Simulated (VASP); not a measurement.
Input of a VASP 6.6.1 run:

The input INCAR:

```
PREC     = Accurate       # precision mode
ENCUT    = 520            # plane-wave cutoff, eV
EDIFF    = 1E-6           # SCF threshold, eV
ISMEAR   = 0              # smearing method
SIGMA    = 0.15           # smearing width, eV
LREAL    = F              # projectors in reciprocal space
LASPH    = T              # aspherical terms in the spheres
NELM     = 60             # most SCF steps
ALGO     = Fast           # electronic algorithm
ISIF     = 2              # what is computed and relaxed
LWAVE    = F              # write WAVECAR
LCHARG   = T              # write CHGCAR
LELF     = T              # ELF
LVHAR    = T            
NBANDS   = 11             # bands
```

KPOINTS

```
regular mesh
0
Gamma
  20 20 20
```

POSCAR

```
Pt
1.0
    0.0000000000      1.9468328700      1.8446241443
    1.7326812543      0.0000000000      1.8446241443
    1.7326812543      1.9468328700      0.0000000000
Pt
1
Direct
    0.0000000000      0.0000000000      0.0000000000
```

Potentials or basis: VASP PAW LDA potentials, release 64 (Pt).

The run is started by

```bash
$ cat potpaw_LDA.64/Pt/POTCAR > POTCAR
$ mpirun -np 1 vasp_std > vasp.out
```

**Question.** Estimate the pressure.

**Answer.** 85.5 GPa.

**Question.** What does it give for the band gap on the k mesh?

**Answer.** Zero (bands 5 and 6 overlap by 3.82 eV).

Stress tensor (GPa, compression positive):
```
94.34  0.00  0.00
 0.00 71.74  0.00
 0.00  0.00 90.36
```

Caveat: the cell differs from its parent crystal (normal strain along x -0.1100, normal strain along z -0.0525); the cell stands under pressure; spin-orbit coupling is left out, which moves the levels of the heavy elements.
